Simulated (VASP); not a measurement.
# Sb in VASP: a series of runs

Runs on Sb. Level: PBE. Tasks: single point, relaxation of cell and atoms.

Program: VASP 6.6.1. These are calculated values, not measurements. Logs are shortened: lines on timing, memory, paths and dates and some standing lists are left out, and cuts for length are marked.

**1. The cell of the first run**

The structure is cubic, space group Fm-3m (No. 225). Conventional cell: a = 4.243 Å, b = 4.243 Å, c = 4.243 Å, α = 90.00°, β = 90.00°, γ = 90.00°. Within 4.0 Å of Sb (site symmetry m-3m) lie 12 Sb at 3.00 Å.

This isn't the form of Sb at room conditions, which is rhombohedral.

**2. Single point, PBE**

Input file INCAR:

```
PREC = Accurate
ENCUT = 520
EDIFF = 1E-7
ISMEAR = -1
SIGMA = 0.08
LREAL = False
LASPH = True
NELM = 80
ALGO = Normal
ISIF = 2
LWAVE = False
LCHARG = False
GGA = PE
NBANDS = 8
```

Input file KPOINTS:

```
Automatic mesh
0
Gamma
  15 15 15
```

Input file POSCAR:

```
Sb
1.0
    0.0000000000      2.1216634434      2.1216634434
    2.1216634434      0.0000000000      2.1216634434
    2.1216634434      2.1216634434      0.0000000000
Sb
1
Direct
    0.0000000000      0.0000000000      0.0000000000
```

Potentials or basis: VASP PAW PBE potentials, release 64 (Sb).

On the command line:

```
$ cat potpaw_PBE.64/Sb/POTCAR > POTCAR
$ mpirun -np 1 vasp_std > vasp.out
```

OUTCAR:

```text
PREC = Accurate
   ENCUT = 520
   EDIFF = 1E-7
   ISMEAR = -1
   LREAL = False
   LASPH = True
   NELM = 80
   ISIF = 2
   GGA = PE

 ion  position               nearest neighbor table
   1  0.000  0.000  0.000-

  LATTYP: Found a face centered cubic cell.
 ALAT       =     4.2433268868

  Lattice vectors:

 A1 = (   0.0000000000,   2.1216634434,   2.1216634434)
 A2 = (   2.1216634434,   0.0000000000,   2.1216634434)
 A3 = (   2.1216634434,   2.1216634434,   0.0000000000)

Analysis of symmetry for initial positions (statically):
=====================================================================
 Subroutine PRICEL returns:
 Original cell was already a primitive cell.

 Routine SETGRP: Setting up the symmetry group for a
 face centered cubic supercell.

 Subroutine GETGRP returns: Found 48 space group operations
 (whereof 48 operations were pure point group operations)
 out of a pool of 48 trial point group operations.

The static configuration has the point symmetry O_h .

Analysis of symmetry for dynamics (positions and initial velocities):
=====================================================================
 Subroutine PRICEL returns:
 Original cell was already a primitive cell.

 Routine SETGRP: Setting up the symmetry group for a
 face centered cubic supercell.

 Subroutine GETGRP returns: Found 48 space group operations
 (whereof 48 operations were pure point group operations)
 out of a pool of 48 trial point group operations.

The dynamic configuration has the point symmetry O_h .

 Subroutine INISYM returns: Found 48 space group operations
 (whereof 48 operations are pure point group operations),
 and found     1 'primitive' translations

----------------------------------------------------------------------------------------

                                     Primitive cell

  volume of cell :      19.1011

  direct lattice vectors                    reciprocal lattice vectors
     0.000000000  2.121663443  2.121663443    -0.235664144  0.235664144  0.235664144
     2.121663443  0.000000000  2.121663443     0.235664144 -0.235664144  0.235664144
     2.121663443  2.121663443  0.000000000     0.235664144  0.235664144 -0.235664144

  length of vectors
     3.000485216  3.000485216  3.000485216     0.408182272  0.408182272  0.408182272

  position of ions in fractional coordinates (direct lattice)
     0.000000000  0.000000000  0.000000000
[... 75 lines left out ...]
   NELM   =     80;   NELMIN=  2; NELMDL= -5     # of ELM steps
   EDIFF  = 0.1E-06   stopping-criterion for ELM
   LREAL  =      F    real-space projection
   EDIFFG = 0.1E-05   stopping-criterion for IOM
   NSW    =      0    number of steps for IOM
   IBRION =     -1    ionic relax: 0-MD 1-quasi-New 2-CG
   NFREE  =      0    steps in history (QN), initial steepest desc. (CG)
   ISIF   =      2    stress and relaxation
   ISYM   =      2    0-nonsym 1-usesym 2-fastsym
   POTIM  = 0.5000    time-step for ionic-motion
   TEBEG  =    0.0;   TEEND  =   0.0 temperature during run
   PSTRESS=    0.0 pullay stress
   NELECT =       5.0000    total number of electrons
   NUPDOWN=      -1.0000    fix difference up-down
   EMIN   =  10.00;   EMAX   =-10.00  energy-range for DOS
   EFERMI =   0.00;   METHOD = LEGACY
   ISMEAR =    -1;   SIGMA  =   0.08  broadening in eV -4-tet -1-fermi 0-gaus
   EFERMI_NEDOS =   21; number of points for ismear=-14 and -15
   IALGO  =     38    algorithm
   IMIX   =      4    mixing-type and parameters
     AMIX     =   0.40;   BMIX     =  1.00
     AMIX_MAG =   1.60;   BMIX_MAG =  1.00
  volume/ion in A,a.u.               =      19.10       128.90
  Fermi-wavevector in a.u.,A,eV,Ry     =   1.047237  1.978991 14.921584  1.096705
  Thomas-Fermi vector in A             =   2.182109
   LORBIT       =      0    0 simple, 1 ext, 2 COOP (PROOUT), +10 PAW based schemes
   GGA     = PE    functional components
   LHFCALC =     F    Hartree Fock is set to
   AEXX    =    0.0000 exact exchange contribution
   IVDW    =     0    specifies the selected vdW correction
   LEPSILON=     F    determine dielectric tensor
   LRPA    =     F    only Hartree local field effects (RPA)
 non-spin polarized calculation
  energy-cutoff  :      520.00
  volume of cell :       19.10
 maximum number of plane-waves:       533
   NGX = 11   NGY = 11   NGZ = 11

 number of electron       5.0000000 magnetization

 Free energy of the ion-electron system (eV)
  ---------------------------------------------------
  ext. energy  EPLUGINS =         0.00000000
  ---------------------------------------------------
  free energy    TOTEN  =        -2.91791410 eV

  energy without entropy =       -2.90721916  energy(sigma->0) =       -2.91256663

 E-fermi :  13.8264     XC(G=0): -11.8063

 val. band max:       13.8242636524   @ k =   0.3333   0.2000   0.0667
 cond. band min:      13.9340067379   @ k =   0.4667   0.4000   0.0667
 fundamental gap:      0.1097430854
 Fermi energy:        13.8264132940

 k-point     1 :       0.0000    0.0000    0.0000
  band No.  band energies     occupation
      1      -2.4060      2.00000
      2      21.9866      0.00000
      3      21.9866      0.00000
      4      21.9866      0.00000
      5      23.7121      0.00000
      6      24.9691      0.00000
      7      24.9691      0.00000
      8      24.9691      0.00000
[... 243 lines left out ...]
 k-point    24 :       0.2000    0.1333    0.0000
  band No.  band energies     occupation
      1      -1.3319      2.00000
      2      17.1155      0.00000
      3      18.5771      0.00000
      4      19.9142      0.00000
      5      21.6860      0.00000
      6      23.4049      0.00000
      7      27.9210      0.00000
      8      28.8788      0.00000

 [... further k-points ...]

------------------------ aborting loop because EDIFF is reached ----------------------------------------

  FORCE on cell =-STRESS in cart. coord.  units (eV):
  Direction    XX          YY          ZZ          XY          YZ          ZX
  --------------------------------------------------------------------------------------
  -------------------------------------------------------------------------------------
  Total        5.8838964      5.8838964      5.8838964      0.0000000      0.0000000      0.0000000
  in kB      493.5329144    493.5329144    493.5329144      0.0000000      0.0000000      0.0000000
  external PRESSURE =     493.5329144 kB  Pullay stress =       0.0000000 kB

 VOLUME and BASIS-vectors are now :
 -----------------------------------------------------------------------------
  energy-cutoff  :      520.00
  volume of cell :       19.10
      direct lattice vectors                 reciprocal lattice vectors
     0.000000000  2.121663443  2.121663443    -0.235664144  0.235664144  0.235664144
     2.121663443  0.000000000  2.121663443     0.235664144 -0.235664144  0.235664144
     2.121663443  2.121663443  0.000000000     0.235664144  0.235664144 -0.235664144

 POSITION                                       TOTAL-FORCE (eV/Angst)
 -----------------------------------------------------------------------------------
      0.00000      0.00000      0.00000        -0.000000      0.000000     -0.000000
 -----------------------------------------------------------------------------------
    total drift:                                0.000000      0.000000     -0.000000

  FREE ENERGIE OF THE ION-ELECTRON SYSTEM (eV)
  ---------------------------------------------------
  free  energy   TOTEN  =        -2.9179141045 eV

  energy  without entropy=       -2.9072191556  energy(sigma->0) =       -2.91256663
```

Wall time 14 s (1 thread of Intel Xeon 8259CL, shared host); peak memory 0.15 GiB.

Results:

| Quantity | Value |
| --- | --- |
| Free energy | -2.9179 eV |
| Pressure | 49.4 GPa |
| Band gap on the k mesh | zero (an odd number of electrons rules out a gap without spin polarisation) |

Caveat: the cell stands under pressure; spin-orbit coupling is left out, which moves the levels of the heavy elements.

(Continued in part 2 of 3.)
